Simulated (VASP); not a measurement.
Write the native input for VASP 6.6.1 that does the following.

```yaml
Task: single point
Functional: PBE
Potentials_or_basis: VASP PAW PBE potentials, release 64 (Ge_d)
Cutoff: 500 eV
k_mesh: 6 × 6 × 6
Occupations: gaussian, width 0.02 eV
Spin: no spin polarisation
Dipole_correction: no
Further_INCAR_settings: ALGO = Normal; EDIFF = 1e-06; NBANDS = 21
```

The structure of Ge lies in POSCAR:

```
Ge
1.0
    0.0000000000      2.8289100000      2.7864763500
    2.8289100000      0.0000000000      2.7864763500
    2.8289100000      2.8289100000      0.0000000000
Ge
2
Direct
    0.0000000000      0.0000000000      0.0000000000
    0.2500000000      0.2500000000      0.2500000000
```

The input as run:

INCAR

```
PREC     = Accurate       # precision mode
ENCUT    = 500            # plane-wave cutoff, eV
EDIFF    = 1E-6           # SCF threshold, eV
ISMEAR   = 0              # smearing method
SIGMA    = 0.02           # smearing width, eV
LREAL    = F              # projectors in reciprocal space
LASPH    = T              # aspherical terms in the spheres
NELM     = 120            # most SCF steps
ALGO     = Normal         # electronic algorithm
ISIF     = 2              # what is computed and relaxed
LWAVE    = F              # write WAVECAR
LCHARG   = F              # write CHGCAR
GGA      = PE             # functional
NBANDS   = 21             # bands
GGA_COMPAT= F
```

KPOINTS

```
regular mesh
0
Gamma
  6 6 6
```

Potentials or basis: VASP PAW PBE potentials, release 64 (Ge_d).

The run is started by

```console
$ cat potpaw_PBE.64/Ge_d/POTCAR > POTCAR
$ mpirun -np 1 vasp_std > vasp.out
```

It gave:

* Pressure: 4.5 GPa
* Band gap on the k mesh: 0.09 eV

Caveat: the cell stands under pressure.

Wall time 42 s on 1 thread of Intel Xeon 8259CL, with other jobs on the host, peak memory 0.17 GiB.
